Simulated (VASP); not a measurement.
Here is a VASP 6.6.1 calculation.

The input POSCAR:

```
GaN
1.0
    2.6955547957      0.0000000000      0.0000000000
    0.0000000000      2.6955547957      0.0000000000
    0.0000000000      0.0000000000      2.6955547957
Ga N
1 1
Direct
    0.0000000000      0.0000000000      0.0000000000
    0.5000000000      0.5000000000      0.5000000000
```

File INCAR.step1:

```
PREC = Accurate ; ENCUT = 660
ISMEAR = -1 ; SIGMA = 0.02
LREAL = False ; LASPH = True
NELM = 120 ; NBANDS = 16
GGA = PE ; ALGO = Normal
EDIFF = 1E-5 ; LWAVE = True
LCHARG = False ; GGA_COMPAT = False
```

Contents of INCAR.step2:

```
PREC = Accurate ; ENCUT = 660
EDIFF = 1E-6 ; ISMEAR = -1
SIGMA = 0.02 ; LREAL = False
LASPH = True ; NELM = 120
ALGO = Normal ; ISIF = 2
LWAVE = False ; LCHARG = False
METAGGA = R2SCAN ; LMIXTAU = True
NBANDS = 16 ; ISTART = 1
GGA_COMPAT = False
```

Contents of KPOINTS:

```
Automatic mesh
0
Gamma
  8 8 8
```

Potentials or basis: VASP PAW PBE potentials, release 64 (Ga_d, N).

Command:

```console
$ cat potpaw_PBE.64/Ga_d/POTCAR potpaw_PBE.64/N/POTCAR > POTCAR
$ cp INCAR.step1 INCAR
$ mpirun -np 1 vasp_std > vasp.out
$ cp INCAR.step2 INCAR
$ mpirun -np 1 vasp_std > vasp.out
```

**Question.** Predict the band gap on the k mesh.

**Answer.** Zero (bands 9 and 10 overlap by 1.61 eV).

**Question.** Estimate the pressure.

**Answer.** 0.9 GPa.

Caveat: the structure was generated, so it needn't be the stable form of GaN; the PAW data sets were made with another functional, which shifts forces and pressure a little.
